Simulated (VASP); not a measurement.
MnHg, 2 atoms in the cell. It takes space group Pm-3m (No. 221, cubic). Conventional cell: a = 3.315 Å, b = 3.315 Å, c = 3.315 Å, α = 90.00°, β = 90.00°, γ = 90.00°. Within 3.8 Å of Mn (site symmetry m-3m) lie 8 Hg at 2.87 Å and 6 Mn at 3.31 to 3.32 Å. Within 3.8 Å of Hg (site symmetry m-3m) lie 8 Mn at 2.87 Å and 6 Hg at 3.31 Å. 

```yaml
Program: VASP 6.6.1
Task: single point
Functional: PBE
Potentials_or_basis: VASP PAW PBE potentials, release 64 (Mn_pv, Hg)
Cutoff: 500 eV
k_mesh: 4 × 4 × 4
Occupations: gaussian, width 0.1 eV
Spin: collinear spin, ferromagnetic start
Starting_moments: "[4.13, 0.0] μB"
Dipole_correction: no
Further_INCAR_settings: ALGO = Normal; EDIFF = 1e-06; NBANDS = 24
```

Potentials or basis: VASP PAW PBE potentials, release 64 (Mn_pv, Hg).

Launch:

```console
$ cat potpaw_PBE.64/Mn_pv/POTCAR potpaw_PBE.64/Hg/POTCAR > POTCAR
$ mpirun -np 1 vasp_std > vasp.out
```

Hardware: 1 thread of Intel Xeon 8259CL (shared host).

Q: How long does it take, and how much memory?

A: It took 26 s on 1 thread of Intel Xeon 8259CL (shared host), peak memory 0.16 GiB. Counts: scf iterations 14, k points 10.
